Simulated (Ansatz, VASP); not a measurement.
Al: VASP beside Ansatz

```xyz
1
Lattice="0.0000 2.0388 2.2025 2.0388 0.0000 2.2025 2.0388 2.0388 0.0000" Properties=species:S:1:pos:R:3 pbc="T T T"
Al    0.0000    0.0000    0.0000
```

Alike in both runs: task single point; functional PBE; dispersion D3(BJ); k mesh 22 × 22 × 22; occupations gaussian, width 0.15 eV; no spin polarisation.

```csv
,VASP,Ansatz
version,VASP 6.6.1,Ansatz 0.2.0
potentials or method,"VASP PAW PBE potentials, release 64 (Al), cutoff 520 eV","scalar-relativistic, plane waves, PAW"
valence electrons in the cell,3,3
```

|  | VASP | Ansatz | Ansatz less VASP |
| --- | --- | --- | --- |
| gap on the k mesh at the Fermi level (eV) | none | none | - |
| pressure (GPa) | -8.8 | -8.8 | +0.01 |
| traceless stress, the component that is largest in VASP (GPa) | -1.73 | -1.74 | -0.010 |

A gap of «none» marks a metal or a gap that the smearing closes.
